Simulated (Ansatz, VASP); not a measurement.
**One calculation of KMgF3, two programs**

```
CELL_PARAMETERS angstrom
3.97847 0.00000 0.00000
0.00000 3.97847 0.00000
0.00000 0.00000 3.97847
ATOMIC_POSITIONS crystal
K 0.50000 0.50000 0.50000
Mg 0.00000 0.00000 0.00000
F 0.00000 0.50000 0.00000
F 0.00000 0.00000 0.50000
F 0.50000 0.00000 0.00000
```

Alike in both runs: task relaxation of cell and atoms; functional PBE; k mesh 4 × 4 × 4; occupations gaussian, width 0.1 eV; no spin polarisation.

```csv
,VASP,Ansatz
version,VASP 6.6.1,Ansatz 0.2.0
potentials or method,"VASP PAW PBE potentials, release 64 (K_sv, Mg, F), cutoff 600 eV","scalar-relativistic, plane waves, PAW"
valence electrons in the cell,32,40
```

Ansatz gave:

| Quantity | Value |
| --- | --- |
| gap on the k mesh at the Fermi level, each at its own relaxed structure (eV) | 6.97 |
| relaxed volume (Å³/atom) | 13.31 |
| relaxed cell length with the largest relative difference (Å) | 4.053 |

**Question.** Estimate VASP's values.

**Answer.** gap on the k mesh at the Fermi level, each at its own relaxed structure (eV): 6.98; relaxed volume (Å³/atom): 13.24; relaxed cell length with the largest relative difference (Å): 4.045.

VASP's potentials hold 32 valence electrons a cell and Ansatz's 40, so a difference there can come from the potentials and not from the codes.
